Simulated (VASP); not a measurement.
## B4MoRu: single point with PBE

Crystal: B4MoRu.

```
B Mo Ru
1.0
     4.61941    0.00000    0.00000
     0.00000    4.61941    0.00000
     0.00000    0.00000    4.61941
B Mo Ru
4 1 1
Direct
  0.74161 0.74161 0.74161
  0.25839 0.25839 0.74161
  0.25839 0.74161 0.25839
  0.74161 0.25839 0.25839
  0.00000 0.00000 0.00000
  0.50000 0.50000 0.50000
```

```
Program             : VASP 6.6.1
Task                : single point
Functional          : PBE
Potentials or basis : VASP PAW PBE potentials, release 64 (B, Mo_sv, Ru_pv)
Cutoff              : 520 eV
k mesh              : 8 × 8 × 8
Occupations         : gaussian, width 0.1 eV
Spin                : collinear spin, ferromagnetic start
Starting moments    : [0.0, 0.0, 0.0, 0.0, 0.32, 0.0] μB
```

```
Pressure                                              : 0.1 GPa
Largest force                                         : 0.020 eV/Å
Net moment                                            : 0.49 μB per cell
Site moments                                          : B +0.00; Mo +0.38; Ru +0.01 μB
Valence electrons inside the program's atomic spheres : B 1.72; Mo 12.75; Ru 13.19
```

Forces in eV/Å, atoms in the order of the input:
```
B    0.012  0.012  0.012
B   -0.012 -0.012  0.012
B   -0.012  0.012 -0.012
B    0.012 -0.012 -0.012
Mo   0.000  0.000  0.000
Ru   0.000  0.000  0.000
```

Levels at points of the mesh, in eV from the Fermi level:
Spin up:
| k point | band 18 | band 19 | band 20 | band 21 | band 22 | band 23 |
| --- | --- | --- | --- | --- | --- | --- |
| (0.00, 0.00, 0.00) | -0.66 | -0.66 | 0.45 | 0.45 | 0.45 | 2.23 |
| (0.50, 0.00, 0.00) | -2.11 | -1.06 | 1.16 | 1.16 | 1.41 | 1.64 |
| (0.50, 0.50, 0.00) | -2.10 | -1.82 | -1.35 | -0.44 | 1.55 | 1.55 |
| (0.50, 0.50, 0.50) | -1.33 | -1.33 | -1.33 | -0.11 | -0.11 | 1.76 |
Spin down:
| k point | band 18 | band 19 | band 20 | band 21 | band 22 | band 23 |
| --- | --- | --- | --- | --- | --- | --- |
| (0.00, 0.00, 0.00) | -0.44 | -0.44 | 0.53 | 0.53 | 0.53 | 2.25 |
| (0.50, 0.00, 0.00) | -2.00 | -0.82 | 1.19 | 1.19 | 1.47 | 1.72 |
| (0.50, 0.50, 0.00) | -2.02 | -1.74 | -1.11 | -0.08 | 1.58 | 1.58 |
| (0.50, 0.50, 0.50) | -1.29 | -1.29 | -1.29 | 0.27 | 0.27 | 1.85 |

It took 2.4 min on 1 thread of Intel(R) Xeon(R) 6975P-C (Granite Rapids), with other jobs on the host, peak memory 0.36 GiB.
